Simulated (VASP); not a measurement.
A run of VASP 6.6.1:

The input INCAR:

```
ALGO = Normal ; EDIFF = 1E-7
EDIFFG = -0.04 ; ENCUT = 600
GGA = PE ; IBRION = 2
ISIF = 3 ; ISMEAR = 0
LASPH = T ; LCHARG = F
LREAL = F ; LWAVE = F
NELM = 100 ; NSW = 90
PREC = Accurate ; SIGMA = 0.1
```

Contents of KPOINTS:

```
k-points
0
Gamma
  6 6 4
```

Contents of POSCAR:

```
Au
1.0
    1.6534559526     -5.2451019644      0.0000000000
    1.6534559526      5.2451019644      0.0000000000
    0.0000000000      0.0000000000      4.3759136389
Au
4
Direct
    0.0980000000      0.9020000000      0.9100000000
    0.5980000000      0.4020000000      0.5900000000
    0.9020000000      0.0980000000      0.0900000000
    0.4020000000      0.5980000000      0.4100000000
```

Potentials or basis: VASP PAW PBE potentials, release 64 (Au).

Run with:

```console
$ cat potpaw_PBE.64/Au/POTCAR > POTCAR
$ mpirun -np 1 vasp_std > vasp.out
```

Hardware: 1 thread of Intel(R) Xeon(R) Platinum 8259CL CPU @ 2.50GHz (Skylake/Cascade Lake), with other jobs on the host.

Q: How long does it take, and how much memory?

A: Wall time 67 min on 1 thread of Intel(R) Xeon(R) Platinum 8259CL CPU @ 2.50GHz (Skylake/Cascade Lake) (shared host), peak memory 0.36 GiB. Counts: scf iterations 485, k points 39, ion steps 56.
